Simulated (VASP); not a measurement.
# MgO (Fm-3m) in VASP: further runs, part 2 of 2

VASP 6.6.1.

### 4 Single point, PBEsol (volume scaled by 1.10)

Contents of INCAR:

```
SYSTEM = MgO
PREC = Accurate
ENCUT = 520
EDIFF = 1E-6
ISMEAR = 0
SIGMA = 0.02
LREAL = .FALSE.
LASPH = .TRUE.
NELM = 60
ALGO = Normal
ISIF = 2
LWAVE = .FALSE.
LCHARG = .FALSE.
GGA = PS
NBANDS = 11
```

Contents of KPOINTS:

```
regular mesh
0
G
  10 10 10
  0 0 0
```

Contents of POSCAR:

```
MgO
1.0
    0.0000000000      2.1751478511      2.1751478511
    2.1751478511      0.0000000000      2.1751478511
    2.1751478511      2.1751478511      0.0000000000
Mg O
1 1
Direct
    0.0000000000      0.0000000000      0.0000000000
    0.5000000000      0.5000000000      0.5000000000
```

Potentials or basis: VASP PAW PBE potentials, release 64 (Mg, O).

Run with:

```bash
$ cat potpaw_PBE.64/Mg/POTCAR potpaw_PBE.64/O/POTCAR > POTCAR
$ mpirun -np 1 vasp_std > vasp.out
```

OUTCAR:

```text
SYSTEM = MgO
   PREC = Accurate
   ENCUT = 520
   EDIFF = 1E-6
   ISMEAR = 0
   LREAL = .FALSE.
   LASPH = .TRUE.
   NELM = 60
   ISIF = 2
   GGA = PS

 ion  position               nearest neighbor table
   1  0.000  0.000  0.000-   2 2.18   2 2.18   2 2.18   2 2.18   2 2.18   2 2.18
   2  0.500  0.500  0.500-   1 2.18   1 2.18   1 2.18   1 2.18   1 2.18   1 2.18

  LATTYP: Found a face centered cubic cell.
 ALAT       =     4.3502957022

  Lattice vectors:

 A1 = (   0.0000000000,   2.1751478511,   2.1751478511)
 A2 = (   2.1751478511,   0.0000000000,   2.1751478511)
 A3 = (   2.1751478511,   2.1751478511,   0.0000000000)

Analysis of symmetry for initial positions (statically):
=====================================================================
 Subroutine PRICEL returns:
 Original cell was already a primitive cell.

 Routine SETGRP: Setting up the symmetry group for a
 face centered cubic supercell.

 Subroutine GETGRP returns: Found 48 space group operations
 (whereof 48 operations were pure point group operations)
 out of a pool of 48 trial point group operations.

The static configuration has the point symmetry O_h .

Analysis of symmetry for dynamics (positions and initial velocities):
=====================================================================
 Subroutine PRICEL returns:
 Original cell was already a primitive cell.

 Routine SETGRP: Setting up the symmetry group for a
 face centered cubic supercell.

 Subroutine GETGRP returns: Found 48 space group operations
 (whereof 48 operations were pure point group operations)
 out of a pool of 48 trial point group operations.

The dynamic configuration has the point symmetry O_h .

 Subroutine INISYM returns: Found 48 space group operations
 (whereof 48 operations are pure point group operations),
 and found     1 'primitive' translations

----------------------------------------------------------------------------------------

                                     Primitive cell

  volume of cell :      20.5824

[... 117 lines left out ...]
   LEPSILON=     F    determine dielectric tensor
   LRPA    =     F    only Hartree local field effects (RPA)
 non-spin polarized calculation
 Gauss-broadening in eV      SIGMA  =   0.02
  energy-cutoff  :      520.00
  volume of cell :       20.58
 maximum number of plane-waves:       568
   NGX = 11   NGY = 11   NGZ = 11

 number of electron       7.9999995 magnetization

 Free energy of the ion-electron system (eV)
  ---------------------------------------------------
  ext. energy  EPLUGINS =         0.00000000
  ---------------------------------------------------
  free energy    TOTEN  =       -12.43006085 eV

  energy without entropy =      -12.43006085  energy(sigma->0) =      -12.43006085

 E-fermi :   2.4748     XC(G=0): -10.8508

 val. band max:        2.3778141305   @ k =   0.0000   0.0000   0.0000
 cond. band min:       6.1336768056   @ k =   0.0000   0.0000   0.0000
 fundamental gap:      3.7558626751
 Fermi energy:         2.4748472164

 k-point     1 :       0.0000    0.0000    0.0000
  band No.  band energies     occupation
      1     -14.3547      2.00000
      2       2.3778      2.00000
      3       2.3778      2.00000
      4       2.3778      2.00000
      5       6.1337      0.00000
      6      17.4700      0.00000
      7      17.4700      0.00000
      8      17.4700      0.00000
      9      21.0664      0.00000
     10      22.8396      0.00000
     11      22.8396      0.00000
[... 309 lines left out ...]
 k-point    24 :       0.4000    0.3000    0.0000
  band No.  band energies     occupation
      1     -13.3014      2.00000
      2      -0.9419      2.00000
      3       1.1906      2.00000
      4       1.3906      2.00000
      5      10.9174      0.00000
      6      12.0927      0.00000
      7      14.8675      0.00000
      8      19.1911      0.00000
      9      19.3818      0.00000
     10      25.9752      0.00000
     11      27.3956      0.00000

 [... further k-points ...]

------------------------ aborting loop because EDIFF is reached ----------------------------------------

  FORCE on cell =-STRESS in cart. coord.  units (eV):
  Direction    XX          YY          ZZ          XY          YZ          ZX
  --------------------------------------------------------------------------------------
  -------------------------------------------------------------------------------------
  Total       -1.6627740     -1.6627740     -1.6627740      0.0000000      0.0000000     -0.0000000
  in kB     -129.4337285   -129.4337285   -129.4337285      0.0000000      0.0000000     -0.0000000
  external PRESSURE =    -129.4337285 kB  Pullay stress =       0.0000000 kB

 VOLUME and BASIS-vectors are now :
 -----------------------------------------------------------------------------
  energy-cutoff  :      520.00
  volume of cell :       20.58
      direct lattice vectors                 reciprocal lattice vectors
     0.000000000  2.175147851  2.175147851    -0.229869432  0.229869432  0.229869432
     2.175147851  0.000000000  2.175147851     0.229869432 -0.229869432  0.229869432
     2.175147851  2.175147851  0.000000000     0.229869432  0.229869432 -0.229869432

 POSITION                                       TOTAL-FORCE (eV/Angst)
 -----------------------------------------------------------------------------------
      0.00000      0.00000      0.00000        -0.000000     -0.000000      0.000000
      2.17515      2.17515      2.17515         0.000000      0.000000     -0.000000
 -----------------------------------------------------------------------------------
    total drift:                               -0.000000     -0.000000      0.000000

  FREE ENERGIE OF THE ION-ELECTRON SYSTEM (eV)
  ---------------------------------------------------
  free  energy   TOTEN  =       -12.4300608476 eV

  energy  without entropy=      -12.4300608476  energy(sigma->0) =      -12.43006085
```

stdout:

```text
POSCAR found type information on POSCAR MgO
 POSCAR found :  2 types and       2 ions
 scaLAPACK will be used
 -----------------------------------------------------------------------------
|                                                                             |
|                                                                             |
|     You enforced a specific xc type in the INCAR file but a different       |
|     I HOPE YOU KNOW WHAT YOU ARE DOING!                                     |
|                                                                             |
 -----------------------------------------------------------------------------

 LDA part: xc-table for (Slater+PW92), standard interpolation
 POSCAR, INCAR and KPOINTS ok, starting setup
 FFT: planning ... GRIDC
 FFT: planning ... GRID_SOFT
 FFT: planning ... GRID
 WAVECAR not read
 entering main loop
```

Wall time 24 s (1 thread of AMD EPYC 7R13, shared host); peak memory 0.11 GiB.

Results:

```
Free energy            : -12.4301 eV
Pressure               : -12.9 GPa
Band gap on the k mesh : 3.76 eV, direct
```

Caveat: the PAW data sets were made with another functional, which shifts forces and pressure a little.

### 5 The runs side by side

| cell | gap on the mesh (eV) | pressure (GPa) |
| --- | --- | --- |
| a = 2.888 Å, angles 60.0°, 2 atoms | 5.58 | 17.7 |
| a = 2.982 Å, angles 60.0°, 2 atoms | 4.60 | -0.8 |
| a = 3.076 Å, angles 60.0°, 2 atoms | 3.76 | -12.9 |

Alike in all rows: task single point; level PBEsol; potentials or basis VASP PAW PBE potentials, release 64 (Mg, O); no spin polarisation; k mesh 10 × 10 × 10; cutoff (eV) 520; smearing gaussian 0.02 eV.

Caveats: the PAW data sets were made with another functional, which shifts forces and pressure a little.

Absolute energies hang on the potentials; compare differences alone.

### 6 How close it comes

Step 3. Against the measured gap of MgO, 7.83 eV (quoted in “Electronic structure of alkaline earth and post-transition metal oxides”, 2009, arxiv:0908.1581), the calculated 4.60 eV is off by -3.23 eV. The value is that of PBEsol, without temperature or zero-point motion. Semilocal functionals fall short of measured gaps as a rule.
